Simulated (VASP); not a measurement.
Set up this calculation in VASP 6.6.1, as the native input.

| Property | Result |
| --- | --- |
| Task | single point |
| Functional | PBE |
| Potentials or basis | VASP PAW PBE potentials, release 64 (Ba_sv) |
| Cutoff | 520 eV |
| k mesh | 10 × 10 × 6 |
| Occupations | fermi-dirac, width 0.1 eV |
| Spin | no spin polarisation |
| Dipole correction | no |
| Further INCAR settings | ALGO = Normal; EDIFF = 1e-07; NBANDS = 17 |

The structure of Ba lies in POSCAR:

```
Ba
1.0
    4.1138619692      0.0000000000      0.0000000000
   -2.0569309846      3.5627089730      0.0000000000
    0.0000000000      0.0000000000      6.6202687610
Ba
2
Direct
    0.3333333333      0.6666666667      0.2500000000
    0.6666666667      0.3333333333      0.7500000000
```

This cell differs from its parent crystal: volume scaled by 0.76.

One way to write it, as run:

INCAR

```
PREC     = Accurate       # precision mode
ENCUT    = 520            # plane-wave cutoff, eV
EDIFF    = 1E-7           # SCF threshold, eV
ISMEAR   = -1             # smearing method
SIGMA    = 0.1            # smearing width, eV
LREAL    = F              # projectors in reciprocal space
LASPH    = T              # aspherical terms in the spheres
NELM     = 100            # most SCF steps
ALGO     = Normal         # electronic algorithm
ISIF     = 2              # what is computed and relaxed
LWAVE    = F              # write WAVECAR
LCHARG   = F              # write CHGCAR
GGA      = PE             # functional
NBANDS   = 17             # bands
```

KPOINTS

```
Automatic mesh
0
Gamma
  10 10 6
```

Potentials or basis: VASP PAW PBE potentials, release 64 (Ba_sv).

The run is started by

```sh
$ cat potpaw_PBE.64/Ba_sv/POTCAR > POTCAR
$ mpirun -np 1 vasp_std > vasp.out
```

It gave:

```
Pressure               : 3.3 GPa
Band gap on the k mesh : zero (band 10 reaches 2.85 eV, above the bottom of band 11 at 2.25 eV)
```

Caveat: spin-orbit coupling is left out, which moves the levels of the heavy elements.

It took 28 s on 1 thread of Intel(R) Xeon(R) 6975P-C (Granite Rapids), on a shared host, peak memory 0.25 GiB.
